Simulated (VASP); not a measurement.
# BN (P4_2/mnm) in VASP: single point with PBEsol

Aim: the single point of BN with PBEsol.

Program: VASP 6.6.1. These are calculated values, not measurements. Logs are shortened: lines on timing, memory, paths and dates and some standing lists are left out, and cuts for length are marked.

**1. The cell of the first run**

It takes space group P4_2/mnm (No. 136, tetragonal). The conventional cell has a = 4.424 Å, b = 4.424 Å, c = 2.550 Å, α = 90.00°, β = 90.00°, γ = 90.00°. Within 2.1 Å of B (site symmetry m2m) lie 4 N at 1.54 to 1.60 Å. Within 2.1 Å of N (site symmetry m2m) lie 4 B at 1.54 to 1.60 Å.

**2. Single point, PBEsol**

Input file INCAR:

```
PREC     = Accurate       # precision mode
ENCUT    = 520            # plane-wave cutoff, eV
EDIFF    = 1E-6           # SCF threshold, eV
ISMEAR   = 0              # smearing method
SIGMA    = 0.01           # smearing width, eV
LREAL    = F              # projectors in reciprocal space
LASPH    = T              # aspherical terms in the spheres
NELM     = 100            # most SCF steps
ALGO     = Normal         # electronic algorithm
ISIF     = 2              # what is computed and relaxed
LWAVE    = F              # write WAVECAR
LCHARG   = F              # write CHGCAR
GGA      = PS             # functional
NBANDS   = 26             # bands
```

Input file KPOINTS:

```
regular mesh
0
Gamma
  4 4 7
```

Input file POSCAR:

```
BN
1.0
    4.4242230000      0.0000000000      0.0000000000
    0.0000000000      4.4242230000      0.0000000000
    0.0000000000      0.0000000000      2.5503560000
B N
4 4
Direct
    0.1742830007      0.8257169993      0.5000000000
    0.3257169993      0.3257169993      0.0000000000
    0.6742830007      0.6742830007      0.0000000000
    0.8257169993      0.1742830007      0.5000000000
    0.8126009991      0.8126009991      0.5000000000
    0.3126009991      0.6873990009      0.0000000000
    0.6873990009      0.3126009991      0.0000000000
    0.1873990009      0.1873990009      0.5000000000
```

Potentials or basis: VASP PAW PBE potentials, release 64 (B, N).

Run with:

```bash
$ cat potpaw_PBE.64/B/POTCAR potpaw_PBE.64/N/POTCAR > POTCAR
$ mpirun -np 1 vasp_std > vasp.out
```

OUTCAR:

```text
PREC = Accurate
   ENCUT = 520
   EDIFF = 1E-6
   ISMEAR = 0
   LREAL = F
   LASPH = T
   NELM = 100
   ISIF = 2
   GGA = PS

 ion  position               nearest neighbor table
   1  0.174  0.826  0.500-   6 1.54   6 1.54   8 1.60   5 1.60
   2  0.326  0.326  0.000-   8 1.54   8 1.54   6 1.60   7 1.60
   3  0.674  0.674  0.000-   5 1.54   5 1.54   7 1.60   6 1.60
   4  0.826  0.174  0.500-   7 1.54   7 1.54   8 1.60   5 1.60
   5  0.813  0.813  0.500-   3 1.54   3 1.54   4 1.60   1 1.60
   6  0.313  0.687  0.000-   1 1.54   1 1.54   3 1.60   2 1.60
   7  0.687  0.313  0.000-   4 1.54   4 1.54   2 1.60   3 1.60
   8  0.187  0.187  0.500-   2 1.54   2 1.54   4 1.60   1 1.60

  LATTYP: Found a simple tetragonal cell.
 ALAT       =     4.4242230000
 C/A-ratio  =     0.5764528596

  Lattice vectors:

 A1 = (   4.4242230000,   0.0000000000,   0.0000000000)
 A2 = (   0.0000000000,   4.4242230000,   0.0000000000)
 A3 = (   0.0000000000,   0.0000000000,   2.5503560000)

Analysis of symmetry for initial positions (statically):
=====================================================================
 Subroutine PRICEL returns:
 Original cell was already a primitive cell.

 Routine SETGRP: Setting up the symmetry group for a
 simple tetragonal supercell.

 Subroutine GETGRP returns: Found 16 space group operations
 (whereof  8 operations were pure point group operations)
 out of a pool of 16 trial point group operations.

The static configuration has the point symmetry D_2h.
 The point group associated with its full space group is D_4h.

Analysis of symmetry for dynamics (positions and initial velocities):
=====================================================================
 Subroutine PRICEL returns:
 Original cell was already a primitive cell.

 Routine SETGRP: Setting up the symmetry group for a
 simple tetragonal supercell.

 Subroutine GETGRP returns: Found 16 space group operations
 (whereof  8 operations were pure point group operations)
 out of a pool of 16 trial point group operations.

The dynamic configuration has the point symmetry D_2h.
 The point group associated with its full space group is D_4h.

 Subroutine INISYM returns: Found 16 space group operations
 (whereof  8 operations are pure point group operations),
 and found     1 'primitive' translations

----------------------------------------------------------------------------------------

[... 108 lines left out ...]
   NFREE  =      0    steps in history (QN), initial steepest desc. (CG)
   ISIF   =      2    stress and relaxation
   ISYM   =      2    0-nonsym 1-usesym 2-fastsym
   POTIM  = 0.5000    time-step for ionic-motion
   TEBEG  =    0.0;   TEEND  =   0.0 temperature during run
   PSTRESS=    0.0 pullay stress
   NELECT =      32.0000    total number of electrons
   NUPDOWN=      -1.0000    fix difference up-down
   EMIN   =  10.00;   EMAX   =-10.00  energy-range for DOS
   EFERMI =   0.00;   METHOD = LEGACY
   ISMEAR =     0;   SIGMA  =   0.01  broadening in eV -4-tet -1-fermi 0-gaus
   EFERMI_NEDOS =   21; number of points for ismear=-14 and -15
   IALGO  =     38    algorithm
   IMIX   =      4    mixing-type and parameters
     AMIX     =   0.40;   BMIX     =  1.00
     AMIX_MAG =   1.60;   BMIX_MAG =  1.00
  volume/ion in A,a.u.               =       6.24        42.11
  Fermi-wavevector in a.u.,A,eV,Ry     =   1.411562  2.667465 27.109698  1.992507
  Thomas-Fermi vector in A             =   2.533400
   LORBIT       =      0    0 simple, 1 ext, 2 COOP (PROOUT), +10 PAW based schemes
   GGA     = PS    functional components
   LHFCALC =     F    Hartree Fock is set to
   AEXX    =    0.0000 exact exchange contribution
   IVDW    =     0    specifies the selected vdW correction
   LEPSILON=     F    determine dielectric tensor
   LRPA    =     F    only Hartree local field effects (RPA)
 non-spin polarized calculation
 Gauss-broadening in eV      SIGMA  =   0.01
  energy-cutoff  :      520.00
  volume of cell :       49.92
 maximum number of plane-waves:      1362
 NGX is ok and might be reduce to    36
   NGX = 17   NGY = 17   NGZ =  9

 number of electron      32.0000005 magnetization

 Free energy of the ion-electron system (eV)
  ---------------------------------------------------
  ext. energy  EPLUGINS =         0.00000000
  ---------------------------------------------------
  free energy    TOTEN  =       -72.47207491 eV

  energy without entropy =      -72.47207491  energy(sigma->0) =      -72.47207491

 E-fermi :   6.8559     XC(G=0): -12.6486

 val. band max:        6.7568728048   @ k =   0.0000   0.0000   0.0000
 cond. band min:      11.3722108157   @ k =   0.0000   0.0000   0.2857
 fundamental gap:      4.6153380109
 Fermi energy:         6.8559144771

 k-point     1 :       0.0000    0.0000    0.0000
  band No.  band energies     occupation
      1     -13.2533      2.00000
      2      -9.2249      2.00000
      3      -9.2249      2.00000
      4      -8.9768      2.00000
      5      -3.0604      2.00000
      6      -2.4485      2.00000
[... 685 lines left out ...]
     25      20.8928      0.00000
     26      20.8928      0.00000

------------------------ aborting loop because EDIFF is reached ----------------------------------------

  FORCE on cell =-STRESS in cart. coord.  units (eV):
  Direction    XX          YY          ZZ          XY          YZ          ZX
  --------------------------------------------------------------------------------------
  -------------------------------------------------------------------------------------
  Total       -1.6190603     -1.6190603     -1.5861894      0.0000000      0.0000000      0.0000000
  in kB      -51.9635458    -51.9635458    -50.9085587      0.0000000      0.0000000      0.0000000
  external PRESSURE =     -51.6118834 kB  Pullay stress =       0.0000000 kB

 VOLUME and BASIS-vectors are now :
 -----------------------------------------------------------------------------
  energy-cutoff  :      520.00
  volume of cell :       49.92
      direct lattice vectors                 reciprocal lattice vectors
     4.424223000  0.000000000  0.000000000     0.226028390  0.000000000  0.000000000
     0.000000000  4.424223000  0.000000000     0.000000000  0.226028390  0.000000000
     0.000000000  0.000000000  2.550356000     0.000000000  0.000000000  0.392102122

 POSITION                                       TOTAL-FORCE (eV/Angst)
 -----------------------------------------------------------------------------------
      0.77107      3.65316      1.27518        -0.005571      0.005571      0.000000
      1.44104      1.44104      0.00000         0.005571      0.005571      0.000000
      2.98318      2.98318      0.00000        -0.005571     -0.005571     -0.000000
      3.65316      0.77107      1.27518         0.005571     -0.005571     -0.000000
      3.59513      3.59513      1.27518         0.003859      0.003859      0.000000
      1.38302      3.04121      0.00000         0.003859     -0.003859      0.000000
      3.04121      1.38302      0.00000        -0.003859      0.003859      0.000000
      0.82909      0.82909      1.27518        -0.003859     -0.003859     -0.000000
 -----------------------------------------------------------------------------------
    total drift:                                0.000000     -0.000000      0.000000

  FREE ENERGIE OF THE ION-ELECTRON SYSTEM (eV)
  ---------------------------------------------------
  free  energy   TOTEN  =       -72.4720749110 eV

  energy  without entropy=      -72.4720749110  energy(sigma->0) =      -72.47207491
```

Run time: 29 s. Hardware: 1 thread of AMD EPYC 7R43 (Zen 3), shared host; peak memory 0.13 GiB.

What came out:

```yaml
Free_energy: -72.4721 eV
Pressure: -5.2 GPa
Largest_force: 0.008 eV/Å
Band_gap_on_the_k_mesh: 4.62 eV, indirect (least direct gap 6.00 eV)
```

Forces on the atoms (eV/Å):
```
B   -0.006  0.006  0.000
B    0.006  0.006  0.000
B   -0.006 -0.006  0.000
B    0.006 -0.006  0.000
N    0.004  0.004  0.000
N    0.004 -0.004  0.000
N   -0.004  0.004  0.000
N   -0.004 -0.004  0.000
```

Levels at points of the mesh, in eV from the valence-band top:
| k point | band 14 | band 15 | band 16 | band 17 | band 18 | band 19 |
| --- | --- | --- | --- | --- | --- | --- |
| (0.00, 0.00, 0.00) | -0.22 | 0.00 | 0.00 | 6.97 | 7.47 | 8.38 |
| (0.50, 0.00, 0.00) | -1.41 | -1.27 | -1.27 | 7.85 | 7.85 | 8.34 |
| (0.50, 0.50, 0.00) | -2.66 | -2.45 | -2.45 | 7.36 | 7.36 | 8.20 |

Caveat: the PAW data sets were made with another functional, which shifts forces and pressure a little.
